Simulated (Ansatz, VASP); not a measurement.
# One calculation of BP, two programs

Contents of POSCAR:

```
BP
1.0
    0.0000000000      2.2383340787      2.2383340787
    2.2383340787      0.0000000000      2.2383340787
    2.2383340787      2.2383340787      0.0000000000
P B
1 1
Direct
    0.7500000000      0.7500000000      0.7500000000
    0.0000000000      0.0000000000      0.0000000000
```

INCAR.step1

```
SYSTEM = BP
PREC = Accurate ; ENCUT = 520
ISMEAR = -1 ; SIGMA = 0.05
LREAL = .FALSE. ; LASPH = .TRUE.
NELM = 100 ; NBANDS = 11
GGA = PE ; ALGO = Normal
EDIFF = 1E-4 ; LWAVE = .TRUE.
LCHARG = .FALSE.
```

The input INCAR.step2:

```
SYSTEM = BP
PREC = Accurate ; ENCUT = 520
EDIFF = 1E-7 ; ISMEAR = -1
SIGMA = 0.05 ; LREAL = .FALSE.
LASPH = .TRUE. ; NELM = 100
ALGO = Normal ; ISIF = 2
LWAVE = .FALSE. ; LCHARG = .FALSE.
METAGGA = R2SCAN ; LMIXTAU = .TRUE.
IVDW = 13 ; VDW_S6 = 1.0
VDW_S8 = 0.6018749 ; VDW_A1 = 0.51559235
VDW_A2 = 5.77342911 ; NBANDS = 11
ISTART = 1
```

Contents of KPOINTS:

```
Automatic mesh
0
G
  10 10 10
  0 0 0
```

File input.yaml:

```yaml
crystal:
  lattice:
    - [0.0, 2.2383340787, 2.2383340787]
    - [2.2383340787, 0.0, 2.2383340787]
    - [2.2383340787, 2.2383340787, 0.0]
  atoms:
    - { symbol: P, position: [0.75, 0.75, 0.75] }
    - { symbol: B, position: [0.0, 0.0, 0.0] }
hamiltonian:
  xc: r2scan
  pseudopotentials: { kind: paw }
  dispersion: d4
kpoints:
  mp_grid: { grid: [10, 10, 10] }
scf:
  occupations: { method: fermi_dirac, width: 0.05 }
output:
  forces: true
  stress: true
  eigenvalues: true
```

Alike in both runs: task single point; functional r2SCAN; dispersion D4; k mesh 10 × 10 × 10; occupations fermi-dirac, width 0.05 eV; no spin polarisation.

|  | VASP | Ansatz |
| --- | --- | --- |
| version | VASP 6.6.1 | Ansatz 0.2.0 |
| potentials or method | VASP PAW PBE potentials, release 64 (P, B) | Ansatz PAW |
| plane-wave cutoff (eV) | 520 | 500 |
| valence electrons in the cell | 8 | 8 |

Ansatz gave:

```
gap on the k mesh at the Fermi level (eV) : 1.36
least direct gap on the mesh (eV)         : 3.67
pressure (GPa)                            : 5.3
```

**Question.** Which values does VASP return?

**Answer.** gap on the k mesh at the Fermi level (eV): 1.39; least direct gap on the mesh (eV): 3.71; pressure (GPa): 4.8.

VASP's potentials were made for PBE, not for r2SCAN.
